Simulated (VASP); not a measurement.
Write the native input for VASP 6.6.1 that does the following.

- Task: single point
- Functional: r2SCAN
- Potentials or basis: VASP PAW PBE potentials, release 64 (Ga_d, P, N)
- Cutoff: 520 eV
- k mesh: 1 × 1 × 1
- Occupations: fermi-dirac, width 0.05 eV
- Spin: no spin polarisation
- Dipole correction: no
- Further INCAR settings: LREAL = Auto; ALGO = Normal; EDIFF = 1e-06; NBANDS = 326

Ga8P7N:

```
Ga P N
1.0
    10.63967    0.00000    0.00000
     0.00000   10.63967    0.00000
     0.00000    0.00000   10.63967
Ga P N
32 28 4
Direct
  0.00791 0.99844 0.00159
  0.00258 0.00069 0.50277
  0.00327 0.49707 0.99999
  0.00823 0.50054 0.50219
  0.48339 0.01426 0.98430
  0.47192 0.99752 0.50480
  0.48254 0.51743 0.98162
  0.49871 0.49668 0.50274
  0.26780 0.23103 0.98126
  0.26594 0.23439 0.48686
  0.26595 0.73663 0.98470
  0.26725 0.77031 0.52057
  0.74249 0.25305 0.00333
  0.74551 0.24824 0.50262
  0.74551 0.75238 0.99850
  0.74428 0.75140 0.50165
  0.26587 0.01315 0.26532
  0.27818 0.99949 0.74975
  0.25164 0.49785 0.24809
  0.26586 0.51501 0.76342
  0.74418 0.99955 0.25011
  0.74472 0.99846 0.74878
  0.74402 0.49742 0.24768
  0.74418 0.49985 0.74983
  0.00330 0.24970 0.24733
  0.00788 0.25127 0.74867
  0.00822 0.75192 0.25080
  0.00261 0.75249 0.75100
  0.48252 0.23134 0.26769
  0.48343 0.23402 0.76452
  0.49873 0.75250 0.24695
  0.47191 0.75449 0.74780
  0.13729 0.12528 0.12498
  0.13893 0.12085 0.62563
  0.13145 0.62527 0.11958
  0.13569 0.63109 0.62999
  0.61289 0.12370 0.12547
  0.61120 0.12100 0.62602
  0.61810 0.62433 0.11903
  0.61387 0.62958 0.62939
  0.37660 0.36908 0.11923
  0.37298 0.36972 0.63010
  0.37298 0.87984 0.12005
  0.87455 0.37451 0.12480
  0.87564 0.37535 0.62545
  0.87566 0.87517 0.12560
  0.87401 0.87494 0.62523
  0.37399 0.62986 0.38011
  0.87456 0.12459 0.37482
  0.87511 0.12580 0.87605
  0.87501 0.62470 0.37499
  0.87458 0.62454 0.87486
  0.13145 0.36933 0.37553
  0.13724 0.37472 0.87550
  0.13569 0.87969 0.38137
  0.13894 0.87538 0.87115
  0.61807 0.36876 0.37459
  0.61292 0.37519 0.87396
  0.61388 0.87915 0.37987
  0.61112 0.87574 0.87128
  0.37468 0.88126 0.63155
  0.37396 0.11834 0.38163
  0.37585 0.11882 0.86905
  0.37392 0.63130 0.86863
```

These files were run (other wordings do the same):

POSCAR

```
Ga8P7N
1.0
   10.6396710000      0.0000000000      0.0000000000
    0.0000000000     10.6396710000      0.0000000000
    0.0000000000      0.0000000000     10.6396710000
Ga P N
32 28 4
Direct
    0.0079140000      0.9984390000      0.0015940000
    0.0025770000      0.0006940000      0.5027710000
    0.0032730000      0.4970680000      0.9999940000
    0.0082330000      0.5005360000      0.5021870000
    0.4833890000      0.0142620000      0.9843050000
    0.4719240000      0.9975200000      0.5048000000
    0.4825370000      0.5174310000      0.9816190000
    0.4987080000      0.4966830000      0.5027450000
    0.2678000000      0.2310350000      0.9812570000
    0.2659380000      0.2343920000      0.4868620000
    0.2659530000      0.7366300000      0.9846970000
    0.2672520000      0.7703140000      0.5205670000
    0.7424890000      0.2530460000      0.0033310000
    0.7455130000      0.2482380000      0.5026190000
    0.7455060000      0.7523850000      0.9985030000
    0.7442760000      0.7513980000      0.5016540000
    0.2658740000      0.0131480000      0.2653160000
    0.2781780000      0.9994880000      0.7497530000
    0.2516370000      0.4978500000      0.2480940000
    0.2658610000      0.5150100000      0.7634240000
    0.7441760000      0.9995500000      0.2501120000
    0.7447210000      0.9984610000      0.7487800000
    0.7440160000      0.4974200000      0.2476790000
    0.7441760000      0.4998490000      0.7498260000
    0.0032990000      0.2496990000      0.2473340000
    0.0078830000      0.2512690000      0.7486730000
    0.0082230000      0.7519250000      0.2507970000
    0.0026110000      0.7524910000      0.7510040000
    0.4825250000      0.2313380000      0.2676920000
    0.4834270000      0.2340210000      0.7645180000
    0.4987340000      0.7525000000      0.2469540000
    0.4719070000      0.7544910000      0.7478010000
    0.1372870000      0.1252800000      0.1249780000
    0.1389330000      0.1208500000      0.6256270000
    0.1314520000      0.6252710000      0.1195750000
    0.1356860000      0.6310880000      0.6299850000
    0.6128940000      0.1237000000      0.1254710000
    0.6111980000      0.1209990000      0.6260170000
    0.6180970000      0.6243270000      0.1190320000
    0.6138680000      0.6295820000      0.6293900000
    0.3765980000      0.3690850000      0.1192320000
    0.3729750000      0.3697190000      0.6301010000
    0.3729750000      0.8798380000      0.1200500000
    0.8745500000      0.3745100000      0.1248030000
    0.8756380000      0.3753540000      0.6254450000
    0.8756570000      0.8751660000      0.1256050000
    0.8740110000      0.8749430000      0.6252340000
    0.3739920000      0.6298570000      0.3801120000
    0.8745630000      0.1245930000      0.3748230000
    0.8751060000      0.1257960000      0.8760510000
    0.8750140000      0.6246970000      0.3749910000
    0.8745850000      0.6245370000      0.8748630000
    0.1314510000      0.3693280000      0.3755310000
    0.1372400000      0.3747250000      0.8755010000
    0.1356910000      0.8796880000      0.3813650000
    0.1389390000      0.8753830000      0.8711540000
    0.6180710000      0.3687600000      0.3745890000
    0.6129170000      0.3751860000      0.8739640000
    0.6138800000      0.8791540000      0.3798660000
    0.6111240000      0.8757420000      0.8712750000
    0.3746810000      0.8812650000      0.6315530000
    0.3739560000      0.1183430000      0.3816280000
    0.3758510000      0.1188150000      0.8690460000
    0.3739180000      0.6312990000      0.8686310000
```

INCAR.step1

```
SYSTEM = Ga8P7N
PREC = Accurate
ENCUT = 520
ISMEAR = -1
SIGMA = 0.05
LREAL = Auto
LASPH = .True.
NELM = 100
NBANDS = 326
GGA = PE
ALGO = Normal
EDIFF = 1E-4
LWAVE = .True.
LCHARG = .False.
```

INCAR.step2

```
SYSTEM = Ga8P7N
PREC = Accurate
ENCUT = 520
EDIFF = 1E-6
ISMEAR = -1
SIGMA = 0.05
LREAL = Auto
LASPH = .True.
NELM = 100
ALGO = Normal
ISIF = 2
LWAVE = .False.
LCHARG = .False.
METAGGA = R2SCAN
LMIXTAU = .True.
NBANDS = 326
ISTART = 1
```

KPOINTS

```
Automatic mesh
0
Gamma
  1 1 1
  0 0 0
```

Potentials or basis: VASP PAW PBE potentials, release 64 (Ga_d, P, N).

Launch:

```bash
$ cat potpaw_PBE.64/Ga_d/POTCAR potpaw_PBE.64/P/POTCAR potpaw_PBE.64/N/POTCAR > POTCAR
$ cp INCAR.step1 INCAR
$ mpirun -np 1 vasp_gam > vasp.out
$ cp INCAR.step2 INCAR
$ mpirun -np 1 vasp_gam > vasp.out
```

It gave:

| Property | Result |
| --- | --- |
| Pressure | 1.1 GPa |
| Largest force | 0.141 eV/Å |
| Band gap on the k mesh | 0.86 eV |

Caveat: the k points lie up to 0.59 Å⁻¹ apart; the PAW data sets were made with another functional, which shifts forces and pressure a little.

Run time: 2.6 h on 1 thread of Intel Xeon 8259CL, on a shared host, peak memory 1.2 GiB.
